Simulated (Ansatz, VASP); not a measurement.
Ga3Sb: VASP beside Ansatz

```
Ga Sb
1.0
    -2.25267    2.25267    3.78517
     2.25267   -2.25267    3.78517
     2.25267    2.25267   -3.78517
Ga Sb
3 1
Direct
  0.75000 0.25000 0.50000
  0.25000 0.75000 0.50000
  0.50000 0.50000 0.00000
  0.00000 0.00000 0.00000
```

Alike in both runs: task single point; functional PBE; dispersion D3(BJ); k mesh 14 × 14 × 14; occupations gaussian, width 0.15 eV; no spin polarisation.

|  | VASP | Ansatz |
| --- | --- | --- |
| version | VASP 6.6.1 | Ansatz 0.2.0 |
| potentials or method | VASP PAW PBE potentials, release 64 (Ga_d, Sb), cutoff 520 eV | scalar-relativistic, plane waves, PAW |
| valence electrons in the cell | 44 | 54 |

Ansatz gave:

```
gap on the k mesh at the Fermi level (eV)                     : none
pressure (GPa)                                                : 4.8
traceless stress, the component that is largest in VASP (GPa) : 0.43
```

Q: Which values does VASP return?

A: gap on the k mesh at the Fermi level (eV): none; pressure (GPa): 4.9; traceless stress, the component that is largest in VASP (GPa): 0.44.

A gap of «none» marks a metal or a gap that the smearing closes. VASP's potentials hold 44 valence electrons a cell and Ansatz's 54, so a difference there can come from the potentials and not from the codes.

Neither program's run includes spin-orbit coupling.
